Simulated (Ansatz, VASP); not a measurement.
**Two plane-wave programs on Si**

```
CELL_PARAMETERS angstrom
2.65985 0.00000 0.00000
-1.32993 2.30350 0.00000
0.00000 0.00000 2.54035
ATOMIC_POSITIONS crystal
Si 0.00000 0.00000 0.00000
```

Change from the starting cell: strain +0.015 along x and y, +0.030 along z, atoms carried along.

Alike in both runs: task single point; functional r2SCAN; k mesh 24 × 24 × 20; occupations gaussian, width 0.15 eV; no spin polarisation.

```csv
,VASP,Ansatz
version,VASP 6.6.1,Ansatz 0.2.0
potentials or method,"VASP PAW PBE potentials, release 64 (Si), cutoff 520 eV","scalar-relativistic, plane waves, PAW"
valence electrons in the cell,4,4
```

```tsv
	VASP	Ansatz	Ansatz less VASP
gap on the k mesh at the Fermi level (eV)	none	none	-
pressure (GPa)	-4.4	-4.4	+0.07
traceless stress, the component that is largest in VASP (GPa)	-2.85	-2.80	+0.052
```

VASP's potentials were made for PBE, not for r2SCAN. A gap of «none» marks a metal or a gap that the smearing closes.
